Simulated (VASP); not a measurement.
# Si2Mo (I4/mmm) in VASP: further runs

Si2Mo is run at these levels: r2SCAN; tasks: single point.

All numbers are computed with VASP 6.6.1; they aren't measurements. Logs are shortened: lines on timing, memory, paths and dates and some standing lists are left out, and cuts for length are marked.

## (1) The cell of the first run

The structure is tetragonal, space group I4/mmm (No. 139). Conventional cell: a = 3.204 Å, b = 3.204 Å, c = 7.816 Å, α = 90.00°, β = 90.00°, γ = 90.00°. Si (site symmetry 4mm) has 9 Si at 2.57 to 3.20 Å and 5 Mo at 2.61 to 2.62 Å within 3.4 Å. Within 3.4 Å of Mo (site symmetry 4/mmm) lie 10 Si at 2.61 to 2.62 Å and 4 Mo at 3.20 Å.

## (2) Single point, r2SCAN

POSCAR reads:

```
Si2Mo
1.0
   -1.6021322800      1.6021322800      3.9080959800
    1.6021322800     -1.6021322800      3.9080959800
    1.6021322800      1.6021322800     -3.9080959800
Si Mo
2 1
Direct
    0.6645706300      0.6645706300      0.0000000000
    0.3354293700      0.3354293700      0.0000000000
    0.0000000000      0.0000000000      0.0000000000
```

INCAR.step1 reads:

```
PREC = Accurate
ENCUT = 520
ISMEAR = 0
SIGMA = 0.1
LREAL = False
LASPH = True
NELM = 60
NBANDS = 18
GGA = PE
ALGO = Normal
EDIFF = 1E-4
LWAVE = True
LCHARG = False
```

INCAR.step2 reads:

```
PREC = Accurate
ENCUT = 520
EDIFF = 1E-6
ISMEAR = 0
SIGMA = 0.1
LREAL = False
LASPH = True
NELM = 60
ALGO = Normal
ISIF = 2
LWAVE = False
LCHARG = True
METAGGA = R2SCAN
LMIXTAU = True
LELF = True
LVHAR = True
NBANDS = 18
ISTART = 1
```

KPOINTS reads:

```
regular mesh
0
Gamma
  8 8 8
```

Potentials or basis: VASP PAW PBE potentials, release 64 (Si, Mo_sv).

Command:

```bash
$ cat potpaw_PBE.64/Si/POTCAR potpaw_PBE.64/Mo_sv/POTCAR > POTCAR
$ cp INCAR.step1 INCAR
$ mpirun -np 1 vasp_std > vasp.out
$ cp INCAR.step2 INCAR
$ mpirun -np 1 vasp_std > vasp.out
```

OUTCAR:

```text
PREC = Accurate
   ENCUT = 520
   EDIFF = 1E-6
   ISMEAR = 0
   LREAL = False
   LASPH = True
   NELM = 60
   ISIF = 2
   METAGGA = R2SCAN
   ISTART = 1

 ion  position               nearest neighbor table
   1  0.665  0.665  0.000-   2 2.57   3 2.61   3 2.61   3 2.61   3 2.61   3 2.62   2 2.63   2 2.63
                             2 2.63   2 2.63
   2  0.335  0.335  0.000-   1 2.57   3 2.61   3 2.61   3 2.61   3 2.61   3 2.62   1 2.63   1 2.63
                             1 2.63   1 2.63
   3  0.000  0.000  0.000-   2 2.61   1 2.61   1 2.61   1 2.61   1 2.61   2 2.61   2 2.61   2 2.61
                             1 2.62   2 2.62

  LATTYP: Found a body centered tetragonal cell.
 ALAT       =     3.2042645600
 C/A-ratio  =     2.4393091811

  Lattice vectors:

 A1 = (  -1.6021322800,   1.6021322800,   3.9080959800)
 A2 = (   1.6021322800,  -1.6021322800,   3.9080959800)
 A3 = (   1.6021322800,   1.6021322800,  -3.9080959800)

Analysis of symmetry for initial positions (statically):
=====================================================================
 Subroutine PRICEL returns:
 Original cell was already a primitive cell.

 Routine SETGRP: Setting up the symmetry group for a
 body centered tetragonal supercell.

 Subroutine GETGRP returns: Found 16 space group operations
 (whereof 16 operations were pure point group operations)
 out of a pool of 16 trial point group operations.

The static configuration has the point symmetry D_4h.

Analysis of symmetry for dynamics (positions and initial velocities):
=====================================================================
 Subroutine PRICEL returns:
 Original cell was already a primitive cell.

 Routine SETGRP: Setting up the symmetry group for a
 body centered tetragonal supercell.

 Subroutine GETGRP returns: Found 16 space group operations
 (whereof 16 operations were pure point group operations)
 out of a pool of 16 trial point group operations.

The dynamic configuration has the point symmetry D_4h.

 Subroutine INISYM returns: Found 16 space group operations
 (whereof 16 operations are pure point group operations),
 and found     1 'primitive' translations

----------------------------------------------------------------------------------------

                                     Primitive cell

  volume of cell :      40.1256

  direct lattice vectors                    reciprocal lattice vectors
    -1.602132280  1.602132280  3.908095980     0.000000000  0.312084093  0.127939539
     1.602132280 -1.602132280  3.908095980     0.312084093  0.000000000  0.127939539
     1.602132280  1.602132280 -3.908095980     0.312084093  0.312084093  0.000000000

  length of vectors
     4.517396360  4.517396360  4.517396360     0.337290686  0.337290686  0.441353557

  position of ions in fractional coordinates (direct lattice)
     0.664570630  0.664570630  0.000000000
     0.335429370  0.335429370  0.000000000
     0.000000000  0.000000000  0.000000000

  ion indices of the primitive-cell ions
   primitive index   ion index
                 1           1
                 2           2
                 3           3

----------------------------------------------------------------------------------------

 KPOINTS: regular mesh

Automatic generation of k-mesh.
 Grid dimensions read from file:
 generate k-points for:    8    8    8

 Generating k-lattice:

  Cartesian coordinates                     Fractional coordinates (reciprocal lattice)
     0.000000000  0.039010512  0.015992442     0.125000000  0.000000000 -0.000000000
     0.039010512  0.000000000  0.015992442     0.000000000  0.125000000 -0.000000000
     0.039010512  0.039010512  0.000000000     0.000000000  0.000000000  0.125000000

  Length of vectors
     0.042161336  0.042161336  0.055169195

  Shift w.r.t. Gamma in fractional coordinates (k-lattice)
     0.000000000  0.000000000  0.000000000

 Subroutine IBZKPT returns following result:
 ===========================================

 Found     59 irreducible k-points:

 Following reciprocal coordinates:
            Coordinates               Weight
  0.000000  0.000000  0.000000      1.000000
  0.125000  0.000000 -0.000000      8.000000
  0.250000  0.000000 -0.000000      8.000000
  0.375000  0.000000 -0.000000      8.000000
  0.500000  0.000000 -0.000000      4.000000
  0.125000  0.125000 -0.000000      8.000000
[... 16 lines left out ...]
  0.250000  0.125000  0.125000     16.000000
  0.375000  0.125000  0.125000      8.000000
 [... further k-points ...]
   k-points           NKPTS =     59   k-points in BZ     NKDIM =     59   number of bands    NBANDS=     18
   number of dos      NEDOS =    301   number of ions     NIONS =      3
   total plane-waves  NPLWV =  46656
   dimension x,y,z NGX =    36 NGY =   36 NGZ =   36
   dimension x,y,z NGXF=    72 NGYF=   72 NGZF=   72
   ions per type =               2   1
   NGX,Y,Z   is equivalent  to a cutoff of  13.25, 13.25, 13.25 a.u.
   NGXF,Y,Z  is equivalent  to a cutoff of  26.50, 26.50, 26.50 a.u.
 SYSTEM =  unknown system
   PREC   = accura    normal or accurate (medium, high low for compatibility)
   ISTART =      1    job   : 0-new  1-cont  2-samecut
   ICHARG =      0    charge: 1-file 2-atom 10-const
   ISPIN  =      1    spin polarized calculation?
   LNONCOLLINEAR =      F non collinear calculations
   LSORBIT =      F    spin-orbit coupling
   LASPH  =      T    aspherical Exc in radial PAW
   ENCUT  =  520.0 eV  38.22 Ry    6.18 a.u.   8.40  8.40  8.40*2*pi/ulx,y,z
   NELM   =     60;   NELMIN=  2; NELMDL=  0     # of ELM steps
   EDIFF  = 0.1E-05   stopping-criterion for ELM
   LREAL  =      F    real-space projection
   EDIFFG = 0.1E-04   stopping-criterion for IOM
   NSW    =      0    number of steps for IOM
   IBRION =     -1    ionic relax: 0-MD 1-quasi-New 2-CG
   NFREE  =      0    steps in history (QN), initial steepest desc. (CG)
   ISIF   =      2    stress and relaxation
   ISYM   =      2    0-nonsym 1-usesym 2-fastsym
   POTIM  = 0.5000    time-step for ionic-motion
   TEBEG  =    0.0;   TEEND  =   0.0 temperature during run
   PSTRESS=    0.0 pullay stress
   NELECT =      22.0000    total number of electrons
   NUPDOWN=      -1.0000    fix difference up-down
   EMIN   =  10.00;   EMAX   =-10.00  energy-range for DOS
   EFERMI =   0.00;   METHOD = LEGACY
   ISMEAR =     0;   SIGMA  =   0.10  broadening in eV -4-tet -1-fermi 0-gaus
   EFERMI_NEDOS =   21; number of points for ismear=-14 and -15
   IALGO  =     38    algorithm
   IMIX   =      4    mixing-type and parameters
     AMIX     =   0.40;   BMIX     =  1.00
     AMIX_MAG =   1.60;   BMIX_MAG =  1.00
  volume/ion in A,a.u.               =      13.38        90.26
  Fermi-wavevector in a.u.,A,eV,Ry     =   1.339908  2.532060 24.427277  1.795354
  Thomas-Fermi vector in A             =   2.468263
   LORBIT       =      0    0 simple, 1 ext, 2 COOP (PROOUT), +10 PAW based schemes
   METAGGA = R2SCAN    functional components
   LHFCALC =     F    Hartree Fock is set to
   AEXX    =    0.0000 exact exchange contribution
   IVDW    =     0    specifies the selected vdW correction
   LEPSILON=     F    determine dielectric tensor
   LRPA    =     F    only Hartree local field effects (RPA)
 non-spin polarized calculation
 Gauss-broadening in eV      SIGMA  =   0.10
  energy-cutoff  :      520.00
  volume of cell :       40.13
 maximum number of plane-waves:      1104
 NGX is ok and might be reduce to    36
   NGX = 17   NGY = 17   NGZ = 17

 number of electron      22.0000000 magnetization

 Free energy of the ion-electron system (eV)
  ---------------------------------------------------
  ext. energy  EPLUGINS =         0.00000000
  ---------------------------------------------------
  free energy    TOTEN  =       -45.02062390 eV

  energy without entropy =      -45.01991806  energy(sigma->0) =      -45.02027098

 E-fermi :  12.2578     XC(G=0): -13.3986

 val. band max:       12.0345843520   @ k =   0.5000   0.5000   0.3750
 cond. band min:      12.3053711578   @ k =  -0.3750   0.5000   0.3750
 fundamental gap:      0.2707868057
 Fermi energy:        12.2577668518

 k-point     1 :       0.0000    0.0000    0.0000
  band No.  band energies     occupation
      1     -50.3331      2.00000
      2     -23.7737      2.00000
      3     -23.6864      2.00000
      4     -23.6864      2.00000
      5      -1.9010      2.00000
      6       5.5088      2.00000
[... 10 lines left out ...]
     17      17.7248      0.00000
     18      17.7248      0.00000

 k-point     2 :       0.1250    0.0000   -0.0000
  band No.  band energies     occupation
      1     -50.3301      2.00000
      2     -23.7707      2.00000
      3     -23.7280      2.00000
      4     -23.6824      2.00000
      5      -1.6004      2.00000
      6       5.5187      2.00000
[... 10 lines left out ...]
     17      18.0271      0.00000
     18      19.2349      0.00000

 k-point     3 :       0.2500    0.0000   -0.0000
  band No.  band energies     occupation
      1     -50.3227      2.00000
      2     -23.8277      2.00000
      3     -23.7630      2.00000
      4     -23.6728      2.00000
      5      -0.7338      2.00000
      6       5.1722      2.00000
[... 10 lines left out ...]
     17      19.5250      0.00000
     18      21.7985      0.00000

 k-point     4 :       0.3750    0.0000   -0.0000
  band No.  band energies     occupation
      1     -50.3154      2.00000
      2     -23.9255      2.00000
      3     -23.7554      2.00000
      4     -23.6632      2.00000
      5       0.5978      2.00000
      6       3.8911      2.00000
[... 375 lines left out ...]
      4     -23.7483      2.00000
      5       0.1519      2.00000
      6       5.4149      2.00000
[... 10 lines left out ...]
     17      17.9203      0.00000
     18      21.2780      0.00000

 k-point    23 :       0.2500    0.1250    0.1250
  band No.  band energies     occupation
      1     -50.3054      2.00000
      2     -23.9041      2.00000
      3     -23.7961      2.00000
      4     -23.7400      2.00000
      5       1.3271      2.00000
      6       4.3389      2.00000
[... 10 lines left out ...]
     17      19.2681      0.00000
     18      20.9292      0.00000

 k-point    24 :       0.3750    0.1250    0.1250
  band No.  band energies     occupation
      1     -50.3024      2.00000
      2     -23.9427      2.00000
      3     -23.7908      2.00000
      4     -23.7366      2.00000
      5       2.4911      2.00000
      6       3.1312      2.00000
[... 10 lines left out ...]
     17      19.5251      0.00000
     18      21.1495      0.00000

 [... further k-points ...]

------------------------ aborting loop because EDIFF is reached ----------------------------------------

  FORCE on cell =-STRESS in cart. coord.  units (eV):
  Direction    XX          YY          ZZ          XY          YZ          ZX
  --------------------------------------------------------------------------------------
  -------------------------------------------------------------------------------------
  Total        0.0097947      0.0097947      0.0823275      0.0000000     -0.0000000      0.0000000
  in kB        0.3910925      0.3910925      3.2872554      0.0000000     -0.0000000      0.0000000
  external PRESSURE =       1.3564801 kB  Pullay stress =       0.0000000 kB

 VOLUME and BASIS-vectors are now :
 -----------------------------------------------------------------------------
  energy-cutoff  :      520.00
  volume of cell :       40.13
      direct lattice vectors                 reciprocal lattice vectors
    -1.602132280  1.602132280  3.908095980     0.000000000  0.312084093  0.127939539
     1.602132280 -1.602132280  3.908095980     0.312084093  0.000000000  0.127939539
     1.602132280  1.602132280 -3.908095980     0.312084093  0.312084093  0.000000000

 POSITION                                       TOTAL-FORCE (eV/Angst)
 -----------------------------------------------------------------------------------
      0.00000      0.00000      5.19441         0.000000      0.000000      0.017407
      0.00000      0.00000      2.62178        -0.000000     -0.000000     -0.017407
      0.00000      0.00000      0.00000         0.000000      0.000000      0.000000
 -----------------------------------------------------------------------------------
    total drift:                                0.000000      0.000000     -0.000000

  FREE ENERGIE OF THE ION-ELECTRON SYSTEM (eV)
  ---------------------------------------------------
  free  energy   TOTEN  =       -45.0206239039 eV

  energy  without entropy=      -45.0199180623  energy(sigma->0) =      -45.02027098
```

Run time: 1.7 min. Hardware: 1 thread of Intel Xeon 6975P-C (Granite Rapids), shared host; peak memory 0.23 GiB.

What came out:

* Free energy: -45.0206 eV
* Pressure: 0.1 GPa
* Largest force: 0.017 eV/Å
* Band gap on the k mesh: zero (bands 11 and 12 overlap by 1.04 eV)

Forces on the atoms (eV/Å):
```
Si   0.000  0.000  0.017
Si   0.000  0.000 -0.017
Mo   0.000  0.000  0.000
```

Caveat: the PAW data sets were made with another functional, which shifts forces and pressure a little.

(Continued in part 2 of 2.)
